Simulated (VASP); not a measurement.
Crystal: Na2Zr.

```
Na Zr
1.0
     0.00000    3.04484    3.04484
     3.04484    0.00000    3.04484
     3.04484    3.04484    0.00000
Na Zr
2 1
Direct
  0.25000 0.25000 0.25000
  0.75000 0.75000 0.75000
  0.00000 0.00000 0.00000
```

| Quantity | Value |
| --- | --- |
| Program | VASP 6.6.1 |
| Task | relaxation of cell and atoms |
| Functional | PBE |
| Potentials or basis | VASP PAW PBE potentials, release 64 (Na_pv, Zr_sv) |
| Cutoff | 600 eV |
| k mesh | 6 × 6 × 6 |
| Occupations | gaussian, width 0.1 eV |
| Spin | no spin polarisation |

At the start: pressure 29.3 GPa; volume 18.82 Å³/atom.

How do energy, volume and symmetry change on relaxing?

Over 5 steps the energy falls by 908.6 meV/atom and the volume is 35.81 Å³/atom (+90.3 %); space group Fm-3m (No. 225, to 0.1 Å) before and after.

The path:
```
step  energy change (eV)  largest force (eV/Å)  pressure (GPa)  volume (Å³)
   1              0.0000                0.0000           29.31        56.46
   2             -2.5344                0.0000            3.37        89.52
   3             -2.6943                0.0000            1.29        98.32
   4             -2.6856                0.0000           -1.13       117.60
   5             -2.7257                0.0000           -0.08       107.44
```

Final structure:
```
Na Zr
1.0
     0.00000    3.77324    3.77324
     3.77324    0.00000    3.77324
     3.77324    3.77324    0.00000
Na Zr
2 1
Direct
  0.25000 0.25000 0.25000
  0.75000 0.75000 0.75000
  0.00000 0.00000 0.00000
```

Caveat: the volume moved by over 15 % at a fixed basis, so the end points are rough.
